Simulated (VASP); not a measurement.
Here is a VASP 6.6.1 calculation.

Contents of INCAR:

```
PREC = Accurate
ENCUT = 520
EDIFF = 1E-8
ISMEAR = -1
SIGMA = 0.05
LREAL = F
LASPH = T
NELM = 100
ALGO = Normal
ISIF = 2
LWAVE = F
LCHARG = F
GGA = PS
LEFG = T
NBANDS = 19
```

The input KPOINTS:

```
regular mesh
0
Gamma
  16 16 7
```

POSCAR

```
Cd
1.0
    2.9887691672      0.0000000000      0.0000000000
   -1.4943845836      2.5883500248      0.0000000000
    0.0000000000      0.0000000000      5.6363134261
Cd
2
Direct
    0.3333333333      0.6666666667      0.2500000000
    0.6666666667      0.3333333333      0.7500000000
```

Potentials or basis: VASP PAW PBE potentials, release 64 (Cd).

Launch:

```sh
$ cat potpaw_PBE.64/Cd/POTCAR > POTCAR
$ mpirun -np 1 vasp_std > vasp.out
```

Problem. What does it give for the pressure?

Solution. -1.7 GPa.

Problem. What does it give for the band gap on the k mesh?

Solution. Zero (band 12 reaches 3.61 eV, above the bottom of band 13 at -0.30 eV).

Electric field gradients, principal values (V/Å²):
| atom | least | middle | greatest (by size) |
| --- | --- | --- | --- |
| 1 Cd | -39.089 | -39.091 | 78.180 |
| 2 Cd | -39.089 | -39.091 | 78.180 |

Caveat: without QUAD_EFG the Cq values of the log hold for a quadrupole moment of 1 mb, not for the nuclei; the PAW data sets were made with another functional, which shifts forces and pressure a little.
